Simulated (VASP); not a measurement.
Crystal: Ti2H.

```
Ti H
1.0
     2.79297    0.00000    0.00000
    -1.39648    2.41878    0.00000
     0.00000    0.00000   10.86349
Ti H
4 2
Cartesian
  0.0000 1.6125 6.8168
  1.3965 0.8063 1.3851
  0.0000 1.6125 9.4784
  1.3965 0.8063 4.0467
  0.0000 1.6125 2.7159
  1.3965 0.8063 8.1476
```

* Program: VASP 6.6.1
* Task: relaxation of cell and atoms
* Functional: PBE
* Potentials or basis: VASP PAW PBE potentials, release 64 (Ti_sv, H)
* Cutoff: 600 eV
* k mesh: 6 × 6 × 2
* Occupations: gaussian, width 0.1 eV
* Spin: no spin polarisation

At the start: pressure 1.4 GPa; volume 12.23 Å³/atom.

Problem. How do energy, volume and symmetry change on relaxing?

Solution. Over 8 steps the energy falls by 136.1 meV/atom and the volume is 11.99 Å³/atom (-2.0 %); space group P6_3/mmc (No. 194, to 0.05 Å).

The path:
| step | energy change (eV) | largest force (eV/Å) | pressure (GPa) | volume (Å³) |
| --- | --- | --- | --- | --- |
| 1 | 0.0000 | 1.3587 | 1.37 | 73.39 |
| 2 | -0.4382 | 0.6026 | -2.31 | 74.44 |
| 3 | -0.6593 | 0.1206 | -4.80 | 75.60 |
| 4 | -0.6705 | 0.4519 | -5.01 | 75.94 |
| 5 | -0.6728 | 0.2960 | -4.99 | 75.79 |
| 6 | -0.7274 | 0.8395 | 2.97 | 70.79 |
| 7 | -0.7702 | 0.6077 | -0.43 | 72.69 |
| 8 | -0.8166 | 0.0138 | 0.12 | 71.92 |

Final structure:
```xyz
6
Lattice="2.9371 0.0000 0.0000 -1.4685 2.5436 0.0000 0.0000 0.0000 9.6267" Properties=species:S:1:pos:R:3 pbc="T T T"
Ti    0.0000    1.6957    5.9200
Ti    1.4685    0.8479    1.1067
Ti    0.0000    1.6957    8.5199
Ti    1.4685    0.8479    3.7066
H     0.0000    1.6957    2.4067
H     1.4685    0.8479    7.2200
```

Caveat: the k points lie up to 0.41 Å⁻¹ apart in the final cell.
